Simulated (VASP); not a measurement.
# Na3VS (Pm-3m) in VASP: single point with PBE

Aim: the single point of Na3VS with PBE.

Everything below comes from runs of VASP 6.6.1. Logs are shortened: lines on timing, memory, paths and dates and some standing lists are left out, and cuts for length are marked.

**1. The cell of the first run**

The structure is cubic, space group Pm-3m (No. 221). Conventional cell: a = 5.587 Å, b = 5.587 Å, c = 5.587 Å, α = 90.00°, β = 90.00°, γ = 90.00°. Within 3.7 Å of Na (site symmetry 4/mmm) lie 2 V at 2.79 Å. V (site symmetry m-3m) has 6 Na at 2.79 Å within 3.7 Å. S (site symmetry m-3m) has 12 Na at 3.95 Å and 8 V at 4.84 Å within 5.2 Å.

**2. Single point, PBE, collinear spin**

File INCAR:

```
SYSTEM = Na3VS
PREC = Accurate
ENCUT = 500
EDIFF = 1E-6
ISMEAR = 0
SIGMA = 0.1
LREAL = .FALSE.
LASPH = .TRUE.
NELM = 200
ALGO = Normal
ISIF = 2
LWAVE = .FALSE.
LCHARG = .TRUE.
ISPIN = 2
MAGMOM = 0 0 0 3.58 -0.26
LORBIT = 11
LMAXMIX = 4
GGA = PE
LELF = .TRUE.
LVHAR = .TRUE.
NBANDS = 32
GGA_COMPAT = .FALSE.
```

File KPOINTS:

```
Automatic mesh
0
G
  8 8 8
  0 0 0
```

File POSCAR:

```
Na3VS
1.0
    5.5874653696      0.0000000000      0.0000000000
    0.0000000000      5.5874653696      0.0000000000
    0.0000000000      0.0000000000      5.5874653696
Na V S
3 1 1
Direct
    0.0000000000      0.5000000000      0.5000000000
    0.5000000000      0.0000000000      0.5000000000
    0.5000000000      0.5000000000      0.0000000000
    0.5000000000      0.5000000000      0.5000000000
    0.0000000000      0.0000000000      0.0000000000
```

Potentials or basis: VASP PAW PBE potentials, release 64 (Na_pv, V_sv, S).

Started as:

```
cat potpaw_PBE.64/Na_pv/POTCAR potpaw_PBE.64/V_sv/POTCAR potpaw_PBE.64/S/POTCAR > POTCAR
mpirun -np 1 vasp_std > vasp.out
```

OUTCAR:

```text
SYSTEM = Na3VS
   PREC = Accurate
   ENCUT = 500
   EDIFF = 1E-6
   ISMEAR = 0
   LREAL = .FALSE.
   LASPH = .TRUE.
   NELM = 200
   ISIF = 2
   ISPIN = 2
   LORBIT = 11
   GGA = PE

 ion  position               nearest neighbor table
   1  0.000  0.500  0.500-   4 2.79   4 2.79
   2  0.500  0.000  0.500-   4 2.79   4 2.79
   3  0.500  0.500  0.000-   4 2.79   4 2.79
   4  0.500  0.500  0.500-   1 2.79   2 2.79   3 2.79   3 2.79   2 2.79   1 2.79
   5  0.000  0.000  0.000-

  LATTYP: Found a simple cubic cell.
 ALAT       =     5.5874653696

  Lattice vectors:

 A1 = (   5.5874653696,   0.0000000000,   0.0000000000)
 A2 = (   0.0000000000,   5.5874653696,   0.0000000000)
 A3 = (   0.0000000000,   0.0000000000,   5.5874653696)

Analysis of symmetry for initial positions (statically):
=====================================================================
 Subroutine PRICEL returns:
 Original cell was already a primitive cell.

 Routine SETGRP: Setting up the symmetry group for a
 simple cubic supercell.

 Subroutine GETGRP returns: Found 48 space group operations
 (whereof 48 operations were pure point group operations)
 out of a pool of 48 trial point group operations.

The static configuration has the point symmetry O_h .

Analysis of symmetry for dynamics (positions and initial velocities):
=====================================================================
 Subroutine PRICEL returns:
 Original cell was already a primitive cell.

 Routine SETGRP: Setting up the symmetry group for a
 simple cubic supercell.

 Subroutine GETGRP returns: Found 48 space group operations
 (whereof 48 operations were pure point group operations)
 out of a pool of 48 trial point group operations.

The dynamic configuration has the point symmetry O_h .

Analysis of structural, dynamic, and magnetic symmetry:
=====================================================================
 Subroutine PRICEL returns:
 Original cell was already a primitive cell.

 Routine SETGRP: Setting up the symmetry group for a
 simple cubic supercell.

 Subroutine GETGRP returns: Found 48 space group operations
 (whereof 48 operations were pure point group operations)
 out of a pool of 48 trial point group operations.

The overall configuration has the point symmetry O_h .

 Subroutine INISYM returns: Found 48 space group operations
 (whereof 48 operations are pure point group operations),
 and found     1 'primitive' translations

----------------------------------------------------------------------------------------

                                     Primitive cell

  volume of cell :     174.4394

  direct lattice vectors                    reciprocal lattice vectors
     5.587465370  0.000000000  0.000000000     0.178972026  0.000000000  0.000000000
     0.000000000  5.587465370  0.000000000     0.000000000  0.178972026  0.000000000
     0.000000000  0.000000000  5.587465370     0.000000000  0.000000000  0.178972026

  length of vectors
     5.587465370  5.587465370  5.587465370     0.178972026  0.178972026  0.178972026

  position of ions in fractional coordinates (direct lattice)
     0.000000000  0.500000000  0.500000000
     0.500000000  0.000000000  0.500000000
     0.500000000  0.500000000  0.000000000
     0.500000000  0.500000000  0.500000000
     0.000000000  0.000000000  0.000000000

  ion indices of the primitive-cell ions
   primitive index   ion index
                 1           1
                 2           2
                 3           3
                 4           4
                 5           5

----------------------------------------------------------------------------------------

 KPOINTS: Automatic mesh

Automatic generation of k-mesh.
 Grid dimensions read from file:
 generate k-points for:    8    8    8

 Generating k-lattice:

  Cartesian coordinates                     Fractional coordinates (reciprocal lattice)
     0.022371503  0.000000000  0.000000000     0.125000000  0.000000000  0.000000000
     0.000000000  0.022371503  0.000000000     0.000000000  0.125000000  0.000000000
     0.000000000  0.000000000  0.022371503     0.000000000  0.000000000  0.125000000

  Length of vectors
     0.022371503  0.022371503  0.022371503

  Shift w.r.t. Gamma in fractional coordinates (k-lattice)
     0.000000000  0.000000000  0.000000000

 Subroutine IBZKPT returns following result:
 ===========================================

 Found     35 irreducible k-points:

 Following reciprocal coordinates:
            Coordinates               Weight
  0.000000  0.000000  0.000000      1.000000
  0.125000  0.000000  0.000000      6.000000
  0.250000  0.000000  0.000000      6.000000
  0.375000  0.000000  0.000000      6.000000
  0.500000  0.000000  0.000000      3.000000
  0.125000  0.125000  0.000000     12.000000
[... 16 lines left out ...]
  0.375000  0.375000  0.125000     24.000000
  0.500000  0.375000  0.125000     24.000000
 [... further k-points ...]
   k-points           NKPTS =     35   k-points in BZ     NKDIM =     35   number of bands    NBANDS=     32
   number of dos      NEDOS =    301   number of ions     NIONS =      5
   total plane-waves  NPLWV =  74088
   dimension x,y,z NGX =    42 NGY =   42 NGZ =   42
   dimension x,y,z NGXF=    84 NGYF=   84 NGZF=   84
   ions per type =               3   1   1
   NGX,Y,Z   is equivalent  to a cutoff of  12.50, 12.50, 12.50 a.u.
   NGXF,Y,Z  is equivalent  to a cutoff of  24.99, 24.99, 24.99 a.u.
 SYSTEM =  Na3VS
   PREC   = accura    normal or accurate (medium, high low for compatibility)
   ISTART =      0    job   : 0-new  1-cont  2-samecut
   ICHARG =      2    charge: 1-file 2-atom 10-const
   ISPIN  =      2    spin polarized calculation?
   LNONCOLLINEAR =      F non collinear calculations
   LSORBIT =      F    spin-orbit coupling
   LASPH  =      T    aspherical Exc in radial PAW
   ENCUT  =  500.0 eV  36.75 Ry    6.06 a.u.  10.19 10.19 10.19*2*pi/ulx,y,z
   NELM   =    200;   NELMIN=  2; NELMDL= -5     # of ELM steps
   EDIFF  = 0.1E-05   stopping-criterion for ELM
   LREAL  =      F    real-space projection
   EDIFFG = 0.1E-04   stopping-criterion for IOM
   NSW    =      0    number of steps for IOM
   IBRION =     -1    ionic relax: 0-MD 1-quasi-New 2-CG
   NFREE  =      0    steps in history (QN), initial steepest desc. (CG)
   ISIF   =      2    stress and relaxation
   ISYM   =      2    0-nonsym 1-usesym 2-fastsym
   POTIM  = 0.5000    time-step for ionic-motion
   TEBEG  =    0.0;   TEEND  =   0.0 temperature during run
   PSTRESS=    0.0 pullay stress
   NELECT =      40.0000    total number of electrons
   NUPDOWN=      -1.0000    fix difference up-down
   EMIN   =  10.00;   EMAX   =-10.00  energy-range for DOS
   EFERMI =   0.00;   METHOD = LEGACY
   ISMEAR =     0;   SIGMA  =   0.10  broadening in eV -4-tet -1-fermi 0-gaus
   EFERMI_NEDOS =   21; number of points for ismear=-14 and -15
   IALGO  =     38    algorithm
   IMIX   =      4    mixing-type and parameters
     AMIX     =   0.40;   BMIX     =  1.00
     AMIX_MAG =   1.60;   BMIX_MAG =  1.00
  volume/ion in A,a.u.               =      34.89       235.44
  Fermi-wavevector in a.u.,A,eV,Ry     =   1.002028  1.893559 13.661075  1.004061
  Thomas-Fermi vector in A             =   2.134489
   LORBIT       =     11    0 simple, 1 ext, 2 COOP (PROOUT), +10 PAW based schemes
   GGA     = PE    functional components
   LHFCALC =     F    Hartree Fock is set to
   AEXX    =    0.0000 exact exchange contribution
   IVDW    =     0    specifies the selected vdW correction
   LEPSILON=     F    determine dielectric tensor
   LRPA    =     F    only Hartree local field effects (RPA)
 spin polarized calculation
 Gauss-broadening in eV      SIGMA  =   0.10
  energy-cutoff  :      500.00
  volume of cell :      174.44
 maximum number of plane-waves:      4468
 NGX is ok and might be reduce to    42
   NGX = 21   NGY = 21   NGZ = 21

 number of electron      39.9999957 magnetization       4.0723168

 Free energy of the ion-electron system (eV)
  ---------------------------------------------------
  ext. energy  EPLUGINS =         0.00000000
  ---------------------------------------------------
  free energy    TOTEN  =       -12.45350608 eV

  energy without entropy =      -12.40196286  energy(sigma->0) =      -12.42773447

 E-fermi :   0.1106     XC(G=0):  -6.8851

 val. band max:        0.1098722470   @ k =   0.3750   0.2500   0.0000
 cond. band min:       0.1108224299   @ k =   0.2500   0.1250   0.0000
 fundamental gap:      0.0009501829
 Fermi energy:         0.1105631228

 spin component 1

 k-point     1 :       0.0000    0.0000    0.0000
  band No.  band energies     occupation
      1     -64.0123      1.00000
      2     -37.9759      1.00000
      3     -37.9759      1.00000
      4     -37.9759      1.00000
      5     -24.4893      1.00000
      6     -24.4893      1.00000
[... 829 lines left out ...]
     31       6.8023      0.00000
     32       7.1579      0.00000

 [... further k-points ...]

 spin component 2

 k-point     1 :       0.0000    0.0000    0.0000
  band No.  band energies     occupation
      1     -60.9181      1.00000
      2     -34.9053      1.00000
      3     -34.9053      1.00000
      4     -34.9053      1.00000
      5     -24.4566      1.00000
      6     -24.4566      1.00000
[... 829 lines left out ...]
     31       7.1135      0.00000
     32       7.5164      0.00000

 [... further k-points ...]

------------------------ aborting loop because EDIFF is reached ----------------------------------------

  FORCE on cell =-STRESS in cart. coord.  units (eV):
  Direction    XX          YY          ZZ          XY          YZ          ZX
  --------------------------------------------------------------------------------------
  -------------------------------------------------------------------------------------
  Total        0.0199863      0.0199863      0.0199863      0.0000000      0.0000000     -0.0000000
  in kB        0.1835684      0.1835684      0.1835684      0.0000000      0.0000000     -0.0000000
  external PRESSURE =       0.1835684 kB  Pullay stress =       0.0000000 kB

 VOLUME and BASIS-vectors are now :
 -----------------------------------------------------------------------------
  energy-cutoff  :      500.00
  volume of cell :      174.44
      direct lattice vectors                 reciprocal lattice vectors
     5.587465370  0.000000000  0.000000000     0.178972026  0.000000000  0.000000000
     0.000000000  5.587465370  0.000000000     0.000000000  0.178972026  0.000000000
     0.000000000  0.000000000  5.587465370     0.000000000  0.000000000  0.178972026

 POSITION                                       TOTAL-FORCE (eV/Angst)
 -----------------------------------------------------------------------------------
      0.00000      2.79373      2.79373         0.000000      0.000000      0.000000
      2.79373      0.00000      2.79373         0.000000      0.000000      0.000000
      2.79373      2.79373      0.00000         0.000000      0.000000      0.000000
      2.79373      2.79373      2.79373         0.000000      0.000000      0.000000
      0.00000      0.00000      0.00000         0.000000      0.000000      0.000000
 -----------------------------------------------------------------------------------
    total drift:                                0.000000     -0.000000     -0.000000

  FREE ENERGIE OF THE ION-ELECTRON SYSTEM (eV)
  ---------------------------------------------------
  free  energy   TOTEN  =       -12.4535060846 eV

  energy  without entropy=      -12.4019628611  energy(sigma->0) =      -12.42773447

 total charge

# of ion       s       p       d       tot
------------------------------------------
    1        0.081   5.972   0.000   6.053
    2        0.081   5.972   0.000   6.053
    3        0.081   5.972   0.000   6.053
    4        2.360   5.974   3.231  11.564
    5        1.359   2.203   0.000   3.562
--------------------------------------------------
tot          3.961  26.092   3.231  33.285

 magnetization (x)

# of ion       s       p       d       tot
------------------------------------------
    1        0.013   0.012   0.000   0.025
    2        0.013   0.012   0.000   0.025
    3        0.013   0.012   0.000   0.025
    4        0.062   0.015   3.209   3.286
    5       -0.002  -0.142   0.000  -0.144
--------------------------------------------------
tot          0.097  -0.090   3.209   3.216
```

Wall time 11 min (1 thread of Intel Xeon 8259CL, shared host); peak memory 0.49 GiB.

Results:

* Free energy: -12.4535 eV
* Pressure: 0.0 GPa
* Net moment: 4.07 μB per cell
* Site moments: Na +0.03; V +3.29; S -0.14 μB
* Valence electrons inside the program's atomic spheres: Na 6.05; V 11.56; S 3.56
